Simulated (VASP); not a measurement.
# Ba (Fm-3m) in VASP: further runs, part 2 of 2

VASP 6.6.1. Earlier steps stand in the parts before.

## (5) Single point, PBEsol

This run uses another cell than the first one, of 39.77 Å³/atom, 1.744 times its volume.

Input file INCAR:

```
SYSTEM = Ba
PREC = Accurate ; ENCUT = 520
EDIFF = 1E-7 ; ISMEAR = -1
SIGMA = 0.05 ; LREAL = .False.
LASPH = .True. ; NELM = 100
ALGO = Normal ; ISIF = 2
LWAVE = .False. ; LCHARG = .False.
GGA = PS ; NBANDS = 11
```

Input file KPOINTS:

```
Automatic mesh
0
Gamma
  7 7 7
  0 0 0
```

Input file POSCAR:

```
Ba
1.0
    0.0000000000      2.7092107924      2.7092107924
    2.7092107924      0.0000000000      2.7092107924
    2.7092107924      2.7092107924      0.0000000000
Ba
1
Direct
    0.0000000000      0.0000000000      0.0000000000
```

On the command line:

```sh
$ cat potpaw_PBE.64/Ba_sv/POTCAR > POTCAR
$ mpirun -np 1 vasp_std > vasp.out
```

Wall time 6.6 s (1 thread of Intel Xeon 6975P-C (Granite Rapids), shared host); peak memory 0.15 GiB.

Results (log left out):

```yaml
Free_energy: -1.8696 eV
Pressure: 5.6 GPa
Band_gap_on_the_k_mesh: zero (band 5 reaches 3.56 eV, above the bottom of band 6 at 2.64 eV)
```

Levels at points of the mesh, in eV from the Fermi level:
| k point | band 2 | band 3 | band 4 | band 5 | band 6 | band 7 | band 8 | band 9 |
| --- | --- | --- | --- | --- | --- | --- | --- | --- |
| (0.00, 0.00, 0.00) | -12.67 | -12.67 | -12.67 | -2.66 | 2.21 | 2.21 | 2.21 | 4.85 |

Caveat: the PAW data sets were made with another functional, which shifts forces and pressure a little; spin-orbit coupling is left out, which moves the levels of the heavy elements.

## (6) Single point, PBEsol

This run uses another cell than the first one, of 48.30 Å³/atom, 2.118 times its volume.

Input file INCAR:

```
PREC     = Accurate       # precision mode
ENCUT    = 520            # plane-wave cutoff, eV
EDIFF    = 1E-6           # SCF threshold, eV
ISMEAR   = -1             # smearing method
SIGMA    = 0.05           # smearing width, eV
LREAL    = F              # projectors in reciprocal space
LASPH    = T              # aspherical terms in the spheres
NELM     = 100            # most SCF steps
ALGO     = Fast           # electronic algorithm
ISIF     = 2              # what is computed and relaxed
LWAVE    = F              # write WAVECAR
LCHARG   = F              # write CHGCAR
GGA      = PS             # functional
NBANDS   = 11             # bands
```

Input file KPOINTS:

```
regular mesh
0
Gamma
  7 7 7
```

Input file POSCAR:

```
Ba
1.0
    0.0000000000      2.8904491903      2.8904491903
    2.8904491903      0.0000000000      2.8904491903
    2.8904491903      2.8904491903      0.0000000000
Ba
1
Direct
    0.0000000000      0.0000000000      0.0000000000
```

Potentials or basis: VASP PAW PBE potentials, release 64 (Ba_sv).

On the command line:

```sh
$ cat potpaw_PBE.64/Ba_sv/POTCAR > POTCAR
$ mpirun -np 1 vasp_std > vasp.out
```

OUTCAR:

```text
PREC = Accurate
   ENCUT = 520
   EDIFF = 1E-6
   ISMEAR = -1
   LREAL = F
   LASPH = T
   NELM = 100
   ISIF = 2
   GGA = PS

 ion  position               nearest neighbor table
   1  0.000  0.000  0.000-

  LATTYP: Found a face centered cubic cell.
 ALAT       =     5.7808983806

  Lattice vectors:

 A1 = (   0.0000000000,   2.8904491903,   2.8904491903)
 A2 = (   2.8904491903,   0.0000000000,   2.8904491903)
 A3 = (   2.8904491903,   2.8904491903,   0.0000000000)

[... 451 lines left out ...]
     10       8.9481      0.00000
     11      10.8025      0.00000

------------------------ aborting loop because EDIFF is reached ----------------------------------------

  FORCE on cell =-STRESS in cart. coord.  units (eV):
  Direction    XX          YY          ZZ          XY          YZ          ZX
  --------------------------------------------------------------------------------------
  -------------------------------------------------------------------------------------
  Total        0.6651057      0.6651057      0.6651057     -0.0000000     -0.0000000     -0.0000000
  in kB       22.0635426     22.0635426     22.0635426     -0.0000000     -0.0000000     -0.0000000
  external PRESSURE =      22.0635426 kB  Pullay stress =       0.0000000 kB

 VOLUME and BASIS-vectors are now :
 -----------------------------------------------------------------------------
  energy-cutoff  :      520.00
  volume of cell :       48.30
      direct lattice vectors                 reciprocal lattice vectors
     0.000000000  2.890449190  2.890449190    -0.172983494  0.172983494  0.172983494
     2.890449190  0.000000000  2.890449190     0.172983494 -0.172983494  0.172983494
     2.890449190  2.890449190  0.000000000     0.172983494  0.172983494 -0.172983494

 POSITION                                       TOTAL-FORCE (eV/Angst)
 -----------------------------------------------------------------------------------
      0.00000      0.00000      0.00000        -0.000000      0.000000     -0.000000
 -----------------------------------------------------------------------------------
    total drift:                               -0.000000     -0.000000     -0.000000

  FREE ENERGIE OF THE ION-ELECTRON SYSTEM (eV)
  ---------------------------------------------------
  free  energy   TOTEN  =        -2.0645398996 eV

  energy  without entropy=       -2.0459940169  energy(sigma->0) =       -2.05526696
```

OSZICAR:

```text
N       E                     dE             d eps       ncg     rms          rms(c)
DAV:   1     0.538033742037E+02    0.53803E+02   -0.44603E+03   440   0.775E+02
DAV:   2     0.441142200529E+00   -0.53362E+02   -0.52203E+02   534   0.142E+02
DAV:   3    -0.202093644274E+01   -0.24621E+01   -0.24477E+01   565   0.309E+01
DAV:   4    -0.207777262288E+01   -0.56836E-01   -0.56798E-01   499   0.439E+00
DAV:   5    -0.208023139777E+01   -0.24588E-02   -0.24586E-02   578   0.760E-01    0.247E+00
RMM:   6    -0.206957933758E+01    0.10652E-01   -0.82877E-03   504   0.761E-01    0.145E+00
RMM:   7    -0.206433930011E+01    0.52400E-02   -0.20662E-02   567   0.110E+00    0.651E-02
RMM:   8    -0.206447798150E+01   -0.13868E-03   -0.15926E-03   575   0.297E-01    0.699E-02
RMM:   9    -0.206453486336E+01   -0.56882E-04   -0.55710E-04   651   0.135E-01    0.355E-02
RMM:  10    -0.206453889019E+01   -0.40268E-05   -0.69662E-05   603   0.480E-02    0.467E-03
RMM:  11    -0.206453971287E+01   -0.82268E-06   -0.16993E-05   602   0.161E-02    0.734E-03
RMM:  12    -0.206453989958E+01   -0.18670E-06   -0.26385E-06   453   0.840E-03
   1 F= -.20645399E+01 E0= -.20552670E+01  d E =-.185459E-01
```

Run time: 8.1 s. Hardware: 1 thread of Intel Xeon 6975P-C (Granite Rapids), shared host; peak memory 0.16 GiB.

Results:

| Property | Result |
| --- | --- |
| Free energy | -2.0645 eV |
| Pressure | 2.2 GPa |
| Band gap on the k mesh | zero (band 5 reaches 2.66 eV, above the bottom of band 6 at 2.11 eV) |

Caveat: the PAW data sets were made with another functional, which shifts forces and pressure a little; spin-orbit coupling is left out, which moves the levels of the heavy elements.

## (7) The runs side by side

| cell | gap on the mesh (eV) | pressure (GPa) |
| --- | --- | --- |
| a = 3.183 Å, angles 60.0°, 1 atom | none | 38.9 |
| a = 3.290 Å, angles 60.0°, 1 atom | none | 26.1 |
| a = 3.581 Å, angles 60.0°, 1 atom | none | 11.6 |
| a = 3.831 Å, angles 60.0°, 1 atom | none | 5.6 |
| a = 4.088 Å, angles 60.0°, 1 atom | none | 2.2 |

Alike in all rows: task single point; level PBEsol; potentials or basis VASP PAW PBE potentials, release 64 (Ba_sv); no spin polarisation; k mesh 7 × 7 × 7; cutoff (eV) 520; smearing fermi-dirac 0.05 eV.

Caveats: the PAW data sets were made with another functional, which shifts forces and pressure a little; spin-orbit coupling is left out, which moves the levels of the heavy elements.

Total energies depend on the potentials used, so only differences within one code and one set of settings carry meaning.
